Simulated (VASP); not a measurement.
# GaN (Fm-3m) in VASP: a series of runs

Aim: see how the results for GaN move with the level of theory and the settings. Levels: LDA, PBEsol. Tasks: single point.

All numbers are computed with VASP 6.6.1; they aren't measurements. Logs are shortened: lines on timing, memory, paths and dates and some standing lists are left out, and cuts for length are marked.

### Step 1. The cell of the first run

The structure is cubic, space group Fm-3m (No. 225). The conventional cell has a = 4.270 Å, b = 4.270 Å, c = 4.270 Å, α = 90.00°, β = 90.00°, γ = 90.00°. Within 2.8 Å of Ga (site symmetry m-3m) lie 6 N at 2.14 Å. Within 2.8 Å of N (site symmetry m-3m) lie 6 Ga at 2.14 Å.

### Step 2. Single point, LDA, non-collinear spin, zero start, spin-orbit coupling

Input file INCAR:

```
PREC = Accurate
ENCUT = 520
EDIFF = 1E-6
ISMEAR = -1
SIGMA = 0.05
LREAL = False
LASPH = True
NELM = 150
ALGO = Normal
ISIF = 2
LWAVE = False
LCHARG = True
LNONCOLLINEAR = True
MAGMOM = 0 0 0 0 0 0
LORBIT = 11
LSORBIT = True
GGA_COMPAT = False
LORBMOM = True
GGA = CA
LVHAR = True
NBANDS = 30
```

Input file KPOINTS:

```
regular mesh
0
Gamma
  8 8 8
```

Input file POSCAR:

```
GaN
1.0
    0.0000000000      2.1352350000      2.1352350000
    2.1352350000      0.0000000000      2.1352350000
    2.1352350000      2.1352350000      0.0000000000
Ga N
1 1
Direct
    0.0000000000      0.0000000000      0.0000000000
    0.5000000000      0.5000000000      0.5000000000
```

Potentials or basis: VASP PAW LDA potentials, release 64 (Ga_d, N).

Started as:

```
$ cat potpaw_LDA.64/Ga_d/POTCAR potpaw_LDA.64/N/POTCAR > POTCAR
$ mpirun -np 1 vasp_ncl > vasp.out
```

OUTCAR:

```text
PREC = Accurate
   ENCUT = 520
   EDIFF = 1E-6
   ISMEAR = -1
   LREAL = False
   LASPH = True
   NELM = 150
   ISIF = 2
   LNONCOLLINEAR = True
   LORBIT = 11
   LSORBIT = True
   GGA = CA

 ion  position               nearest neighbor table
   1  0.000  0.000  0.000-   2 2.14   2 2.14   2 2.14   2 2.14   2 2.14   2 2.14
   2  0.500  0.500  0.500-   1 2.14   1 2.14   1 2.14   1 2.14   1 2.14   1 2.14

  LATTYP: Found a face centered cubic cell.
 ALAT       =     4.2704700000

  Lattice vectors:

 A1 = (   0.0000000000,   2.1352350000,   2.1352350000)
 A2 = (   2.1352350000,   0.0000000000,   2.1352350000)
 A3 = (   2.1352350000,   2.1352350000,   0.0000000000)

Analysis of symmetry for initial positions (statically):
=====================================================================
 Subroutine PRICEL returns:
 Original cell was already a primitive cell.

 Routine SETGRP: Setting up the symmetry group for a
 face centered cubic supercell.

 Subroutine GETGRP returns: Found 48 space group operations
 (whereof 48 operations were pure point group operations)
 out of a pool of 48 trial point group operations.

The static configuration has the point symmetry O_h .

Analysis of symmetry for dynamics (positions and initial velocities):
=====================================================================
 Subroutine PRICEL returns:
 Original cell was already a primitive cell.

 Routine SETGRP: Setting up the symmetry group for a
 face centered cubic supercell.

 Subroutine GETGRP returns: Found 48 space group operations
 (whereof 48 operations were pure point group operations)
 out of a pool of 48 trial point group operations.

The dynamic configuration has the point symmetry O_h .

Analysis of structural, dynamic, and magnetic symmetry:
=====================================================================
 Subroutine PRICEL returns:
 Original cell was already a primitive cell.

 Routine SETGRP: Setting up the symmetry group for a
 face centered cubic supercell.

 Subroutine GETGRP returns: Found 48 space group operations
 (whereof 48 operations were pure point group operations)
 out of a pool of 48 trial point group operations.

The overall configuration has the point symmetry O_h .

 Subroutine INISYM returns: Found 48 space group operations
 (whereof 48 operations are pure point group operations),
 and found     1 'primitive' translations

----------------------------------------------------------------------------------------

                                     Primitive cell

  volume of cell :      19.4700

  direct lattice vectors                    reciprocal lattice vectors
     0.000000000  2.135235000  2.135235000    -0.234166263  0.234166263  0.234166263
     2.135235000  0.000000000  2.135235000     0.234166263 -0.234166263  0.234166263
     2.135235000  2.135235000  0.000000000     0.234166263  0.234166263 -0.234166263

  length of vectors
     3.019678296  3.019678296  3.019678296     0.405587864  0.405587864  0.405587864

  position of ions in fractional coordinates (direct lattice)
     0.000000000  0.000000000  0.000000000
     0.500000000  0.500000000  0.500000000

  ion indices of the primitive-cell ions
   primitive index   ion index
                 1           1
                 2           2

----------------------------------------------------------------------------------------

 KPOINTS: regular mesh

Automatic generation of k-mesh.
 Grid dimensions read from file:
 generate k-points for:    8    8    8

 Generating k-lattice:

  Cartesian coordinates                     Fractional coordinates (reciprocal lattice)
    -0.029270783  0.029270783  0.029270783     0.125000000  0.000000000  0.000000000
     0.029270783 -0.029270783  0.029270783     0.000000000  0.125000000  0.000000000
     0.029270783  0.029270783 -0.029270783     0.000000000  0.000000000  0.125000000

  Length of vectors
     0.050698483  0.050698483  0.050698483

  Shift w.r.t. Gamma in fractional coordinates (k-lattice)
     0.000000000  0.000000000  0.000000000

 Subroutine IBZKPT returns following result:
 ===========================================

 Found     29 irreducible k-points:

 Following reciprocal coordinates:
            Coordinates               Weight
  0.000000  0.000000  0.000000      1.000000
  0.125000  0.000000  0.000000      8.000000
  0.250000  0.000000  0.000000      8.000000
  0.375000  0.000000  0.000000      8.000000
  0.500000  0.000000  0.000000      4.000000
  0.125000  0.125000  0.000000      6.000000
[... 16 lines left out ...]
  0.500000  0.250000  0.125000     48.000000
 -0.375000  0.250000  0.125000     24.000000
 [... further k-points ...]
[... 19 lines left out ...]
   LREAL  =      F    real-space projection
   EDIFFG = 0.1E-04   stopping-criterion for IOM
   NSW    =      0    number of steps for IOM
   IBRION =     -1    ionic relax: 0-MD 1-quasi-New 2-CG
   NFREE  =      0    steps in history (QN), initial steepest desc. (CG)
   ISIF   =      2    stress and relaxation
   ISYM   =      2    0-nonsym 1-usesym 2-fastsym
   POTIM  = 0.5000    time-step for ionic-motion
   TEBEG  =    0.0;   TEEND  =   0.0 temperature during run
   PSTRESS=    0.0 pullay stress
   NELECT =      18.0000    total number of electrons
   NUPDOWN=      -1.0000    fix difference up-down
   EMIN   =  10.00;   EMAX   =-10.00  energy-range for DOS
   EFERMI =   0.00;   METHOD = LEGACY
   ISMEAR =    -1;   SIGMA  =   0.05  broadening in eV -4-tet -1-fermi 0-gaus
   EFERMI_NEDOS =   21; number of points for ismear=-14 and -15
   IALGO  =     38    algorithm
   IMIX   =      4    mixing-type and parameters
     AMIX     =   0.40;   BMIX     =  1.00
     AMIX_MAG =   1.60;   BMIX_MAG =  1.00
  volume/ion in A,a.u.               =       9.74        65.70
  Fermi-wavevector in a.u.,A,eV,Ry     =   1.594814  3.013761 34.605481  2.543431
  Thomas-Fermi vector in A             =   2.692830
   LORBIT       =     11    0 simple, 1 ext, 2 COOP (PROOUT), +10 PAW based schemes
   GGA     = CA    functional components
   LHFCALC =     F    Hartree Fock is set to
   AEXX    =    0.0000 exact exchange contribution
   IVDW    =     0    specifies the selected vdW correction
   LEPSILON=     F    determine dielectric tensor
   LRPA    =     F    only Hartree local field effects (RPA)
  energy-cutoff  :      520.00
  volume of cell :       19.47
 maximum number of plane-waves:      1088
 NGX is ok and might be reduce to    24
   NGX = 11   NGY = 11   NGZ = 11

 number of electron      18.0000005 magnetization       0.0000000      0.0000000      0.0000000

 number of electron      18.0000005 magnetization      -0.0000000     -0.0000000      0.0000000

 number of electron      18.0000005 magnetization       0.0000000      0.0000000     -0.0000000

 Free energy of the ion-electron system (eV)
  ---------------------------------------------------
  ext. energy  EPLUGINS =         0.00000000
  ---------------------------------------------------
  free energy    TOTEN  =       -13.04195181 eV

  energy without entropy =      -13.04097948  energy(sigma->0) =      -13.04146564

 E-fermi :   7.4545     XC(G=0): -13.3026

 val. band max:        7.2723608695   @ k =  -0.2500   0.1250   0.0000
 cond. band min:       7.5153192165   @ k =   0.5000   0.5000   0.0000
 fundamental gap:      0.2429583469
 Fermi energy:         7.4545070911

 k-point     1 :       0.0000    0.0000    0.0000
  band No.  band energies     occupation
      1      -9.6009      1.00000
      2      -9.6009      1.00000
      3      -7.0542      1.00000
      4      -7.0542      1.00000
      5      -7.0542      1.00000
      6      -7.0542      1.00000
[... 781 lines left out ...]
     29      25.8179      0.00000
     30      25.8179      0.00000

 [... further k-points ...]
[... 5 lines left out ...]
  --------------------------------------------------------------------------------------
  -------------------------------------------------------------------------------------
  Total       -1.5182207     -1.5182207     -1.5182207      0.0000000     -0.0000000      0.0000000
  in kB     -124.9333690   -124.9333690   -124.9333690      0.0000000     -0.0000000      0.0000000
  external PRESSURE =    -124.9333690 kB  Pullay stress =       0.0000000 kB

 VOLUME and BASIS-vectors are now :
 -----------------------------------------------------------------------------
  energy-cutoff  :      520.00
  volume of cell :       19.47
      direct lattice vectors                 reciprocal lattice vectors
     0.000000000  2.135235000  2.135235000    -0.234166263  0.234166263  0.234166263
     2.135235000  0.000000000  2.135235000     0.234166263 -0.234166263  0.234166263
     2.135235000  2.135235000  0.000000000     0.234166263  0.234166263 -0.234166263

 POSITION                                       TOTAL-FORCE (eV/Angst)
 -----------------------------------------------------------------------------------
      0.00000      0.00000      0.00000        -0.000000      0.000000      0.000000
      2.13524      2.13524      2.13524         0.000000     -0.000000      0.000000
 -----------------------------------------------------------------------------------
    total drift:                                0.000000     -0.000000     -0.000000

  FREE ENERGIE OF THE ION-ELECTRON SYSTEM (eV)
  ---------------------------------------------------
  free  energy   TOTEN  =       -13.0419518102 eV

  energy  without entropy=      -13.0409794790  energy(sigma->0) =      -13.04146564

 orbital moment (x)

 # of ion     p       d       tot
 ----------------------------------------
  1         0.000  -0.000  -0.000
  2         0.000   0.000   0.000
 ----------------------------------------
            0.000  -0.000  -0.000

 orbital moment (y)

 # of ion     p       d       tot
 ----------------------------------------
  1         0.000  -0.000  -0.000
  2         0.000   0.000   0.000
 ----------------------------------------
            0.000  -0.000  -0.000

 orbital moment (z)

 # of ion     p       d       tot
 ----------------------------------------
  1         0.000   0.000   0.000
  2         0.000   0.000   0.000
 ----------------------------------------
            0.000   0.000   0.000

 Spin-Orbit-Coupling matrix elements

 Ion:    1  E_soc:     -0.0099165
 l=   1
     0.0000000    -0.0008641    -0.0008641
    -0.0008641     0.0000000    -0.0008641
    -0.0008641    -0.0008641     0.0000000
 l=   2
     0.0000000    -0.0001662     0.0000000    -0.0001662    -0.0006225
    -0.0001662     0.0000000    -0.0004669    -0.0001662    -0.0001556
     0.0000000    -0.0004669     0.0000000    -0.0004669     0.0000000
    -0.0001662    -0.0001662    -0.0004669     0.0000000    -0.0001556
    -0.0006225    -0.0001556     0.0000000    -0.0001556     0.0000000
 l=   3
     0.0000000     0.0000000     0.0000000     0.0000000     0.0000000     0.0000000     0.0000000
     0.0000000     0.0000000     0.0000000     0.0000000     0.0000000     0.0000000     0.0000000
     0.0000000     0.0000000     0.0000000     0.0000000     0.0000000     0.0000000     0.0000000
     0.0000000     0.0000000     0.0000000     0.0000000     0.0000000     0.0000000     0.0000000
     0.0000000     0.0000000     0.0000000     0.0000000     0.0000000     0.0000000     0.0000000
     0.0000000     0.0000000     0.0000000     0.0000000     0.0000000     0.0000000     0.0000000
     0.0000000     0.0000000     0.0000000     0.0000000     0.0000000     0.0000000     0.0000000

 Ion:    2  E_soc:     -0.0000847
 l=   1
     0.0000000    -0.0000141    -0.0000141
    -0.0000141     0.0000000    -0.0000141
    -0.0000141    -0.0000141     0.0000000
 l=   2
     0.0000000     0.0000000     0.0000000     0.0000000     0.0000000
     0.0000000     0.0000000     0.0000000     0.0000000     0.0000000
     0.0000000     0.0000000     0.0000000     0.0000000     0.0000000
     0.0000000     0.0000000     0.0000000     0.0000000     0.0000000
     0.0000000     0.0000000     0.0000000     0.0000000     0.0000000
 l=   3
     0.0000000     0.0000000     0.0000000     0.0000000     0.0000000     0.0000000     0.0000000
     0.0000000     0.0000000     0.0000000     0.0000000     0.0000000     0.0000000     0.0000000
     0.0000000     0.0000000     0.0000000     0.0000000     0.0000000     0.0000000     0.0000000
     0.0000000     0.0000000     0.0000000     0.0000000     0.0000000     0.0000000     0.0000000
     0.0000000     0.0000000     0.0000000     0.0000000     0.0000000     0.0000000     0.0000000
     0.0000000     0.0000000     0.0000000     0.0000000     0.0000000     0.0000000     0.0000000
     0.0000000     0.0000000     0.0000000     0.0000000     0.0000000     0.0000000     0.0000000

 total charge

# of ion       s       p       d       tot
------------------------------------------
    1        0.729   0.722  10.175  11.626
    2        1.229   2.432   0.000   3.660
--------------------------------------------------
tot          1.958   3.154  10.175  15.287

 magnetization (x)

# of ion       s       p       d       tot
------------------------------------------
    1        0.000   0.000   0.000   0.000
    2       -0.000   0.000   0.000  -0.000
--------------------------------------------------
tot         -0.000   0.000   0.000   0.000

 magnetization (y)

# of ion       s       p       d       tot
------------------------------------------
    1        0.000   0.000   0.000   0.000
    2        0.000  -0.000   0.000  -0.000
--------------------------------------------------
tot          0.000   0.000   0.000   0.000

 magnetization (z)

# of ion       s       p       d       tot
------------------------------------------
    1        0.000  -0.000  -0.000  -0.000
    2       -0.000   0.000   0.000  -0.000
--------------------------------------------------
tot         -0.000   0.000  -0.000  -0.000
```

It took 51 s on 1 thread of Intel Xeon 8259CL, shared host; peak memory 0.19 GiB.

What came out:

| Quantity | Value |
| --- | --- |
| Free energy | -13.0420 eV |
| Pressure | -12.5 GPa |
| Net moment | 0.00 μB per cell |
| Valence electrons inside the program's atomic spheres | Ga 11.63; N 3.66 |

Moments on the atoms (μB; x, y, z):
```
Ga  0.00 0.00 0.00
N   0.00 0.00 0.00
```

Caveat: the cell stands under tension.

(Continued in part 2 of 2.)
